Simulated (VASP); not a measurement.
SrSn3Te4, 8 atoms in the cell. The structure is tetragonal, space group I4/mmm (No. 139). The conventional cell has a = 6.464 Å, b = 6.464 Å, c = 12.974 Å, α = 90.00°, β = 90.00°, γ = 90.00°. Within 4.3 Å of Sn (site symmetry -4m2) lie 6 Te at 3.23 to 3.24 Å. Sn (site symmetry 4/mmm) has 6 Te at 3.17 to 3.23 Å within 4.2 Å. Within 4.3 Å of Te (site symmetry mmm) lie 4 Sn at 3.23 to 3.24 Å and 2 Sr at 3.23 Å. Within 4.2 Å of Te (site symmetry 4mm) lie 5 Sn at 3.17 to 3.23 Å and 1 Sr at 3.32 Å. Sr (site symmetry 4/mmm) has 6 Te at 3.23 to 3.32 Å within 4.3 Å. 

| Item | Value |
| --- | --- |
| Program | VASP 6.6.1 |
| Task | single point |
| Functional | PBE |
| Potentials or basis | VASP PAW PBE potentials, release 64 (Sn_d, Te, Sr_sv) |
| Cutoff | 520 eV |
| k mesh | 6 × 6 × 6 |
| Occupations | gaussian, width 0.01 eV |
| Spin | no spin polarisation |
| Dipole correction | no |
| Further INCAR settings | ALGO = Normal; EDIFF = 1e-06; NBANDS = 48 |

Potentials or basis: VASP PAW PBE potentials, release 64 (Sn_d, Te, Sr_sv).

Run with:

```bash
$ cat potpaw_PBE.64/Sn_d/POTCAR potpaw_PBE.64/Te/POTCAR potpaw_PBE.64/Sr_sv/POTCAR > POTCAR
$ mpirun -np 1 vasp_std > vasp.out
```

Hardware: 1 thread of AMD EPYC 7R13, on a shared host.

**Question.** Estimate the wall time of this run.

**Answer.** Run time: 16 min on 1 thread of AMD EPYC 7R13, on a shared host, peak memory 0.69 GiB. Counts: scf iterations 14, k points 30.
